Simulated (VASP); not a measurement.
# BiTe: single point with PBE

BiTe:

```
Bi Te
1.0
     2.42271    1.39875    3.31729
    -2.42271    1.39875    3.31729
     0.00000   -2.79750    3.31729
Bi Te
1 1
Direct
  0.50000 0.50000 0.50000
  0.00000 0.00000 0.00000
```

```
Program                : VASP 6.6.1
Task                   : single point
Functional             : PBE
Potentials or basis    : VASP PAW PBE potentials, release 64 (Bi_d, Te)
Cutoff                 : 520 eV
k mesh                 : 7 × 7 × 7
Occupations            : gaussian, width 0.029 eV
Spin                   : no spin polarisation
Dipole correction      : no
Further INCAR settings : ALGO = Normal; EDIFF = 1e-06; NBANDS = 18
```

The pressure is 0.1 GPa.

Stress tensor (GPa, compression positive):
```
 0.19  0.00  0.00
 0.00  0.19  0.00
 0.00  0.00 -0.05
```

Levels at points of the mesh, in eV from the Fermi level:
```csv
k point,band 6,band 7,band 8,band 9,band 10,band 11,band 12,band 13,band 14,band 15
"(0.00, 0.00, 0.00)",-13.53,-8.32,-2.96,-2.96,-1.65,1.83,2.46,2.46,4.02,4.02
```

It took 13 s on 1 thread of Intel(R) Xeon(R) 6975P-C (Granite Rapids), with other jobs on the host, peak memory 0.2 GiB.

Caveat: spin-orbit coupling is left out, which moves the levels of the heavy elements.
